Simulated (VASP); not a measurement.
# LiTa4O (P-6m2) in VASP: notebook

The runs below take LiTa4O through single point, with PBE.

Everything below comes from runs of VASP 6.6.1. Logs are shortened: lines on timing, memory, paths and dates and some standing lists are left out, and cuts for length are marked.

## (1) The cell of the first run

Symmetry: P-6m2, No. 187, hexagonal system. Conventional cell: a = 2.858 Å, b = 2.858 Å, c = 11.328 Å, α = 90.00°, β = 90.00°, γ = 120.00°. Within 2.9 Å of Li (site symmetry -6m2) lie 6 Ta at 2.19 Å and 6 Li at 2.86 Å. Ta (site symmetry 3m) has 3 Li at 2.19 Å and 7 Ta at 2.86 to 2.89 Å within 2.9 Å. Within 2.9 Å of Ta (site symmetry 3m) lie 3 O at 2.16 Å and 7 Ta at 2.78 to 2.86 Å. O (site symmetry -6m2) has 6 Ta at 2.16 Å and 6 O at 2.86 Å within 2.9 Å.

The cell was generated, and may not be a known phase.

## (2) Single point, PBE, collinear spin

Contents of INCAR:

```
SYSTEM = LiTa4O
PREC = Accurate
ENCUT = 520
EDIFF = 1E-7
ISMEAR = 0
SIGMA = 0.1
LREAL = .FALSE.
LASPH = .TRUE.
NELM = 150
ALGO = Normal
ISIF = 2
LWAVE = .FALSE.
LCHARG = .TRUE.
ISPIN = 2
MAGMOM = 0 1 1 1 1 0
LORBIT = 11
LMAXMIX = 4
GGA = PE
LELF = .TRUE.
LVHAR = .TRUE.
NBANDS = 40
```

Contents of KPOINTS:

```
regular mesh
0
G
  6 6 2
  0 0 0
```

Contents of POSCAR:

```
LiTa4O
1.0
    2.8583504100      0.0000000000      0.0000000000
   -1.4291752000      2.4754040600      0.0000000000
    0.0000000000      0.0000000000     11.3282198900
Li Ta O
1 4 1
Direct
    0.0000000000      0.0000000000      0.5000000000
    0.6666666700      0.3333333300      0.6276410200
    0.0000000000      0.0000000000      0.8771510100
    0.0000000000      0.0000000000      0.1228489900
    0.6666666700      0.3333333300      0.3723589800
    0.6666666700      0.3333333300      0.0000000000
```

Potentials or basis: VASP PAW PBE potentials, release 64 (Li_sv, Ta_pv, O).

The run is started by

```bash
$ cat potpaw_PBE.64/Li_sv/POTCAR potpaw_PBE.64/Ta_pv/POTCAR potpaw_PBE.64/O/POTCAR > POTCAR
$ mpirun -np 1 vasp_std > vasp.out
```

OUTCAR:

```text
SYSTEM = LiTa4O
   PREC = Accurate
   ENCUT = 520
   EDIFF = 1E-7
   ISMEAR = 0
   LREAL = .FALSE.
   LASPH = .TRUE.
   NELM = 150
   ISIF = 2
   ISPIN = 2
   LORBIT = 11
   GGA = PE

 ion  position               nearest neighbor table
   1  0.000  0.000  0.500-   2 2.19   5 2.19   2 2.19   5 2.19   2 2.19   5 2.19
   2  0.667  0.333  0.628-   1 2.19   1 2.19   1 2.19   5 2.89   3 3.27   3 3.27   3 3.27
   3  0.000  0.000  0.877-   6 2.16   6 2.16   6 2.16   4 2.78   2 3.27   2 3.27   2 3.27
   4  0.000  0.000  0.123-   6 2.16   6 2.16   6 2.16   3 2.78   5 3.27   5 3.27   5 3.27
   5  0.667  0.333  0.372-   1 2.19   1 2.19   1 2.19   2 2.89   4 3.27   4 3.27   4 3.27
   6  0.667  0.333  0.000-   3 2.16   4 2.16   3 2.16   4 2.16   3 2.16   4 2.16

  LATTYP: Found a hexagonal cell.
 ALAT       =     2.8583504100
 C/A-ratio  =     3.9632019400

  Lattice vectors:

 A1 = (   2.8583504100,   0.0000000000,   0.0000000000)
 A2 = (  -1.4291752000,   2.4754040600,   0.0000000000)
 A3 = (   0.0000000000,   0.0000000000,  11.3282198900)

Analysis of symmetry for initial positions (statically):
=====================================================================
 Subroutine PRICEL returns:
 Original cell was already a primitive cell.

 Routine SETGRP: Setting up the symmetry group for a
 hexagonal supercell.

 Subroutine GETGRP returns: Found 12 space group operations
 (whereof 12 operations were pure point group operations)
 out of a pool of 24 trial point group operations.

The static configuration has the point symmetry D_3h.

Analysis of symmetry for dynamics (positions and initial velocities):
=====================================================================
 Subroutine PRICEL returns:
 Original cell was already a primitive cell.

 Routine SETGRP: Setting up the symmetry group for a
 hexagonal supercell.

 Subroutine GETGRP returns: Found 12 space group operations
 (whereof 12 operations were pure point group operations)
 out of a pool of 24 trial point group operations.

The dynamic configuration has the point symmetry D_3h.

Analysis of structural, dynamic, and magnetic symmetry:
=====================================================================
 Subroutine PRICEL returns:
 Original cell was already a primitive cell.

 Routine SETGRP: Setting up the symmetry group for a
 hexagonal supercell.

 Subroutine GETGRP returns: Found 12 space group operations
 (whereof 12 operations were pure point group operations)
 out of a pool of 24 trial point group operations.

The overall configuration has the point symmetry D_3h.

 Subroutine INISYM returns: Found 12 space group operations
 (whereof 12 operations are pure point group operations),
 and found     1 'primitive' translations

----------------------------------------------------------------------------------------

                                     Primitive cell

  volume of cell :      80.1536

  direct lattice vectors                    reciprocal lattice vectors
     2.858350410  0.000000000  0.000000000     0.349852137  0.201987226  0.000000000
    -1.429175200  2.475404060  0.000000000     0.000000000  0.403974453  0.000000000
     0.000000000  0.000000000 11.328219890     0.000000000  0.000000000  0.088275123

  length of vectors
     2.858350410  2.858350401 11.328219890     0.403974451  0.403974453  0.088275123

  position of ions in fractional coordinates (direct lattice)
     0.000000000  0.000000000  0.500000000
     0.666666670  0.333333330  0.627641020
     0.000000000  0.000000000  0.877151010
     0.000000000  0.000000000  0.122848990
     0.666666670  0.333333330  0.372358980
     0.666666670  0.333333330  0.000000000

  ion indices of the primitive-cell ions
   primitive index   ion index
                 1           1
                 2           2
                 3           3
                 4           4
                 5           5
                 6           6

----------------------------------------------------------------------------------------

 KPOINTS: regular mesh

Automatic generation of k-mesh.
 Grid dimensions read from file:
 generate k-points for:    6    6    2

[... 32 lines left out ...]
  0.333333  0.166667  0.500000     12.000000
  0.333333  0.333333  0.500000      2.000000
   k-points           NKPTS =     14   k-points in BZ     NKDIM =     14   number of bands    NBANDS=     40
   number of dos      NEDOS =    301   number of ions     NIONS =      6
   total plane-waves  NPLWV =  48384
   dimension x,y,z NGX =    24 NGY =   24 NGZ =   84
   dimension x,y,z NGXF=    48 NGYF=   48 NGZF=  168
   ions per type =               1   4   1
   NGX,Y,Z   is equivalent  to a cutoff of  13.96, 13.96, 12.33 a.u.
   NGXF,Y,Z  is equivalent  to a cutoff of  27.92, 27.92, 24.65 a.u.
 SYSTEM =  LiTa4O
   PREC   = accura    normal or accurate (medium, high low for compatibility)
   ISTART =      0    job   : 0-new  1-cont  2-samecut
   ICHARG =      2    charge: 1-file 2-atom 10-const
   ISPIN  =      2    spin polarized calculation?
   LNONCOLLINEAR =      F non collinear calculations
   LSORBIT =      F    spin-orbit coupling
   LASPH  =      T    aspherical Exc in radial PAW
   ENCUT  =  520.0 eV  38.22 Ry    6.18 a.u.   5.31  5.31 21.06*2*pi/ulx,y,z
   NELM   =    150;   NELMIN=  2; NELMDL= -5     # of ELM steps
   EDIFF  = 0.1E-06   stopping-criterion for ELM
   LREAL  =      F    real-space projection
   EDIFFG = 0.1E-05   stopping-criterion for IOM
   NSW    =      0    number of steps for IOM
   IBRION =     -1    ionic relax: 0-MD 1-quasi-New 2-CG
   NFREE  =      0    steps in history (QN), initial steepest desc. (CG)
   ISIF   =      2    stress and relaxation
   ISYM   =      2    0-nonsym 1-usesym 2-fastsym
   POTIM  = 0.5000    time-step for ionic-motion
   TEBEG  =    0.0;   TEEND  =   0.0 temperature during run
   PSTRESS=    0.0 pullay stress
   NELECT =      53.0000    total number of electrons
   NUPDOWN=      -1.0000    fix difference up-down
   EMIN   =  10.00;   EMAX   =-10.00  energy-range for DOS
   EFERMI =   0.00;   METHOD = LEGACY
   ISMEAR =     0;   SIGMA  =   0.10  broadening in eV -4-tet -1-fermi 0-gaus
   EFERMI_NEDOS =   21; number of points for ismear=-14 and -15
   IALGO  =     38    algorithm
   IMIX   =      4    mixing-type and parameters
     AMIX     =   0.40;   BMIX     =  1.00
     AMIX_MAG =   1.60;   BMIX_MAG =  1.00
  volume/ion in A,a.u.               =      13.36        90.15
  Fermi-wavevector in a.u.,A,eV,Ry     =   1.426239  2.695201 27.676404  2.034158
  Thomas-Fermi vector in A             =   2.546538
   LORBIT       =     11    0 simple, 1 ext, 2 COOP (PROOUT), +10 PAW based schemes
   GGA     = PE    functional components
   LHFCALC =     F    Hartree Fock is set to
   AEXX    =    0.0000 exact exchange contribution
   IVDW    =     0    specifies the selected vdW correction
   LEPSILON=     F    determine dielectric tensor
   LRPA    =     F    only Hartree local field effects (RPA)
 spin polarized calculation
 Gauss-broadening in eV      SIGMA  =   0.10
  energy-cutoff  :      520.00
  volume of cell :       80.15
 maximum number of plane-waves:      2178
 NGX is ok and might be reduce to    24
   NGX = 11   NGY = 11   NGZ = 43

 number of electron      52.9999990 magnetization       0.0003609

 Free energy of the ion-electron system (eV)
  ---------------------------------------------------
  ext. energy  EPLUGINS =         0.00000000
  ---------------------------------------------------
  free energy    TOTEN  =       -50.33863635 eV

  energy without entropy =      -50.29518032  energy(sigma->0) =      -50.31690834

 E-fermi :   6.7920     XC(G=0): -12.6931

 val. band max:        6.7881758562   @ k =   0.3333  -0.0000   0.5000
 cond. band min:       6.7929821347   @ k =   0.3333   0.3333   0.5000
 fundamental gap:      0.0048062785
 Fermi energy:         6.7920025809

 spin component 1

 k-point     1 :       0.0000    0.0000    0.0000
  band No.  band energies     occupation
      1     -39.2971      1.00000
      2     -28.7037      1.00000
      3     -27.9160      1.00000
      4     -27.4018      1.00000
      5     -27.4018      1.00000
      6     -27.3370      1.00000
[... 563 lines left out ...]
     37      12.5637      0.00000
     38      12.9656      0.00000
 Fermi energy:         6.7920025809

 spin component 2

 k-point     1 :       0.0000    0.0000    0.0000
  band No.  band energies     occupation
      1     -39.2971      1.00000
      2     -28.7037      1.00000
      3     -27.9160      1.00000
      4     -27.4017      1.00000
      5     -27.4017      1.00000
      6     -27.3370      1.00000
[... 563 lines left out ...]
     37      12.5637      0.00000
     38      12.9657      0.00000
 [bands above 38 left out]

------------------------ aborting loop because EDIFF is reached ----------------------------------------

  FORCE on cell =-STRESS in cart. coord.  units (eV):
  Direction    XX          YY          ZZ          XY          YZ          ZX
  --------------------------------------------------------------------------------------
  -------------------------------------------------------------------------------------
  Total       15.0819543     15.0819542     19.9700824      0.0000000     -0.0000000      0.0000000
  in kB      301.4705993    301.4705973    399.1785540      0.0000006     -0.0000000      0.0000000
  external PRESSURE =     334.0399168 kB  Pullay stress =       0.0000000 kB

 VOLUME and BASIS-vectors are now :
 -----------------------------------------------------------------------------
  energy-cutoff  :      520.00
  volume of cell :       80.15
      direct lattice vectors                 reciprocal lattice vectors
     2.858350410  0.000000000  0.000000000     0.349852137  0.201987226  0.000000000
    -1.429175200  2.475404060  0.000000000     0.000000000  0.403974453  0.000000000
     0.000000000  0.000000000 11.328219890     0.000000000  0.000000000  0.088275123

 POSITION                                       TOTAL-FORCE (eV/Angst)
 -----------------------------------------------------------------------------------
      0.00000      0.00000      5.66411         0.000000      0.000000      0.000000
      1.42918      0.82513      7.11006         0.000000     -0.000000      7.464494
      0.00000      0.00000      9.93656         0.000000      0.000000     -4.418390
      0.00000      0.00000      1.39166         0.000000      0.000000      4.418390
      1.42918      0.82513      4.21816         0.000000     -0.000000     -7.464494
      1.42918      0.82513      0.00000        -0.000000      0.000000      0.000000
 -----------------------------------------------------------------------------------
    total drift:                               -0.000023      0.000013      0.000000

  FREE ENERGIE OF THE ION-ELECTRON SYSTEM (eV)
  ---------------------------------------------------
  free  energy   TOTEN  =       -50.3386363528 eV

  energy  without entropy=      -50.2951803186  energy(sigma->0) =      -50.31690834

 total charge

# of ion       s       p       d       tot
------------------------------------------
    1        2.149   0.381   0.000   2.530
    2        0.411   6.144   2.569   9.124
    3        0.327   6.201   2.480   9.008
    4        0.327   6.201   2.480   9.008
    5        0.411   6.144   2.569   9.124
    6        1.560   3.551   0.000   5.111
--------------------------------------------------
tot          5.186  28.622  10.098  43.906

 magnetization (x)

# of ion       s       p       d       tot
------------------------------------------
    1        0.000   0.000   0.000   0.000
    2        0.000   0.000   0.000   0.000
    3        0.000   0.000   0.000   0.000
    4        0.000   0.000   0.000   0.000
    5        0.000   0.000   0.000   0.000
    6        0.000  -0.000   0.000  -0.000
--------------------------------------------------
tot          0.000   0.000   0.000   0.000
```

Run time: 4.8 min. Hardware: 1 thread of Intel Xeon 8259CL, shared host; peak memory 0.28 GiB.

Results:

```yaml
Free_energy: -50.3386 eV
Largest_force: 7.464 eV/Å
Net_moment: 0.00 μB per cell
Valence_electrons_inside_the_program's_atomic_spheres: Li 2.53; Ta 9.12, 9.01 (each value once); O 5.11
```

Forces in eV/Å, atoms in the order of the input:
```
Li   0.000  0.000  0.000
Ta   0.000  0.000  7.464
Ta   0.000  0.000 -4.418
Ta   0.000  0.000  4.418
Ta   0.000  0.000 -7.464
O    0.000  0.000  0.000
```

Caveat: the k points lie up to 0.42 Å⁻¹ apart; the cutoff is under 1.25 times the usual one of these potentials, so pressure, stress and relaxed cells hold a basis-set (Pulay) error; spin-orbit coupling is left out, which moves the levels of the heavy elements; forces of over 1 eV/Å act on the atoms, so gaps and moduli don't describe the material at rest.

(Part 1 of 2 ends here.)
